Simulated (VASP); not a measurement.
A run of VASP 6.6.1:

The input INCAR:

```
PREC = Accurate
ENCUT = 520
EDIFF = 1E-8
ISMEAR = -1
SIGMA = 0.08
LREAL = False
LASPH = True
NELM = 60
ALGO = Normal
ISIF = 2
LWAVE = False
LCHARG = False
GGA = CA
LEFG = True
NBANDS = 18
```

File KPOINTS:

```
Automatic mesh
0
Gamma
  11 11 11
```

Contents of POSCAR:

```
LaHg
1.0
    3.8112475462      0.0000000000      0.0000000000
    0.0000000000      3.8112475462      0.0000000000
    0.0000000000      0.0000000000      3.8112475462
La Hg
1 1
Direct
    0.5000000000      0.5000000000      0.5000000000
    0.0000000000      0.0000000000      0.0000000000
```

Potentials or basis: VASP PAW LDA potentials, release 64 (La, Hg).

Run with:

```sh
$ cat potpaw_LDA.64/La/POTCAR potpaw_LDA.64/Hg/POTCAR > POTCAR
$ mpirun -np 1 vasp_std > vasp.out
```

Hardware: 1 thread of AMD EPYC 7R13, with other jobs on the host.

Q: How long does it take, and how much memory?

A: Run time: 82 s on 1 thread of AMD EPYC 7R13, on a shared host, peak memory 0.2 GiB. Counts: scf iterations 14, k points 56.
